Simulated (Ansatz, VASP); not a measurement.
## Two plane-wave programs on Sb

POSCAR

```
Sb
1.0
    3.3986760653      0.0000000000      0.0000000000
   -1.6993380327      2.9433398118      0.0000000000
    0.0000000000      0.0000000000      5.5421447030
Sb
2
Direct
    0.6666666667      0.3333333333      0.7500000000
    0.3333333333      0.6666666667      0.2500000000
```

The input INCAR.step1:

```
SYSTEM = Sb
PREC = Accurate ; ENCUT = 520
EDIFF = 1E-5 ; ISMEAR = -1
SIGMA = 0.05 ; LREAL = .FALSE.
LASPH = .TRUE. ; NELM = 60
ALGO = Normal ; ISIF = 2
LWAVE = .TRUE. ; LCHARG = .FALSE.
NBANDS = 12 ; GGA = PE
```

The input INCAR.step2:

```
SYSTEM = Sb
PREC = Accurate ; ENCUT = 520
EDIFF = 1E-6 ; ISMEAR = -1
SIGMA = 0.05 ; LREAL = .FALSE.
LASPH = .TRUE. ; NELM = 60
ALGO = Normal ; ISIF = 2
LWAVE = .FALSE. ; LCHARG = .FALSE.
GGA = PE ; LHFCALC = .TRUE.
AEXX = 0.25 ; PRECFOCK = Normal
NBANDS = 12 ; ISTART = 1
```

The input KPOINTS:

```
Automatic mesh
0
G
  6 6 4
  0 0 0
```

Contents of input:

```
crystal:
  lattice:
    - [3.3986760653, 0.0, 0.0]
    - [-1.6993380327, 2.9433398118, 0.0]
    - [0.0, 0.0, 5.542144703]
  atoms:
    - { symbol: Sb, position: [0.6666666667, 0.3333333333, 0.75] }
    - { symbol: Sb, position: [0.3333333333, 0.6666666667, 0.25] }
hamiltonian:
  xc: pbe0
  pseudopotentials: { kind: paw }
kpoints:
  mp_grid: { grid: [6, 6, 4] }
scf:
  occupations: { method: fermi_dirac, width: 0.05 }
output:
  forces: true
  stress: true
  eigenvalues: true
```

Alike in both runs: task single point; functional PBE0; k mesh 6 × 6 × 4; occupations fermi-dirac, width 0.05 eV; no spin polarisation.

```csv
,VASP,Ansatz
version,VASP 6.6.1,Ansatz 0.2.0
potentials or method,"VASP PAW PBE potentials, release 64 (Sb)",Ansatz PAW
plane-wave cutoff (eV),520,420
valence electrons in the cell,10,30
```

Ansatz gave:

```
gap on the k mesh at the Fermi level (eV)                     : none
pressure (GPa)                                                : -3.0
traceless stress, the component that is largest in VASP (GPa) : 3.79
```

Which values does VASP return?

gap on the k mesh at the Fermi level (eV): none; pressure (GPa): -4.1; traceless stress, the component that is largest in VASP (GPa): 3.71.

A gap of «none» marks a metal or a gap that the smearing closes. VASP's potentials hold 10 valence electrons a cell and Ansatz's 30, so a difference there can come from the potentials and not from the codes.

Neither program's run includes spin-orbit coupling.
